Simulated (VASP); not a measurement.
Crystal: Sr3SiTe.

```
Sr Si Te
1.0
     5.34610    0.00000    0.00000
     0.00000    5.34610    0.00000
     0.00000    0.00000    5.19230
Sr Si Te
3 1 1
Direct
  0.50000 0.00000 0.95723
  0.00000 0.50000 0.95723
  0.00000 0.00000 0.55666
  0.00000 0.00000 0.02811
  0.50000 0.50000 0.50077
```

```yaml
Program: VASP 6.6.1
Task: relaxation of cell and atoms
Functional: PBE
Potentials_or_basis: VASP PAW PBE potentials, release 64 (Sr_sv, Si, Te)
Cutoff: 600 eV
k_mesh: 4 × 4 × 4
Occupations: gaussian, width 0.1 eV
Spin: no spin polarisation
```

At the start: pressure 15.3 GPa; volume 29.68 Å³/atom.

How do energy, volume and symmetry change on relaxing?

Over 23 steps the energy falls by 619.3 meV/atom and the volume is 43.91 Å³/atom (+47.9 %); space group P4mm (No. 99, to 0.1 Å) before and after.

Step by step:
| step | energy change (eV) | largest force (eV/Å) | pressure (GPa) | volume (Å³) |
| --- | --- | --- | --- | --- |
| 1 | 0.0000 | 4.5866 | 15.31 | 148.40 |
| 2 | -2.5451 | 1.7449 | -0.90 | 217.94 |
| 3 | -2.6263 | 1.3945 | 0.64 | 203.25 |
| 4 | -2.6379 | 1.4370 | 0.48 | 204.46 |
| 5 | -2.7415 | 0.6935 | -0.18 | 210.03 |
| 6 | -2.7542 | 0.5312 | -0.45 | 212.86 |
| 7 | -2.8026 | 0.4847 | -0.16 | 210.52 |
| 8 | -2.8623 | 0.5854 | 0.85 | 203.56 |
| 9 | -2.8944 | 0.4413 | 0.56 | 206.01 |
| 10 | -2.9280 | 0.2348 | -0.09 | 212.03 |
| 11 | -2.9427 | 0.2447 | -0.07 | 211.94 |
| 12 | -2.9522 | 0.2580 | 0.02 | 211.71 |
| 13 | -2.9641 | 0.2627 | 0.05 | 211.79 |
| 14 | -2.9988 | 0.2784 | 0.16 | 212.04 |
| 15 | -3.0478 | 0.4758 | 0.46 | 212.52 |
| 16 | -2.9340 | 0.8353 | 1.50 | 213.43 |
| 17 | -3.0528 | 0.5337 | 0.58 | 212.65 |
| 18 | -3.0725 | 0.4203 | 0.33 | 215.57 |
| 19 | -3.0873 | 0.2282 | -0.10 | 221.16 |
| 20 | -3.0907 | 0.1739 | -0.02 | 220.36 |
| 21 | -3.0938 | 0.0456 | 0.22 | 217.96 |
| 22 | -3.0941 | 0.0396 | 0.17 | 218.46 |
| 23 | -3.0963 | 0.0194 | 0.03 | 219.53 |

Final structure:
```xyz
5
Lattice="5.9489 0.0000 0.0000 0.0000 5.9489 0.0000 0.0000 0.0000 6.2034" Properties=species:S:1:pos:R:3 pbc="T T T"
Sr    2.9744    0.0000    5.8060
Sr    0.0000    2.9744    5.8060
Sr    0.0000    0.0000    3.0265
Si    0.0000    0.0000    0.0449
Te    2.9744    2.9744    3.9270
```

Caveat: the volume moved by over 15 % at a fixed basis, so the end points are rough.
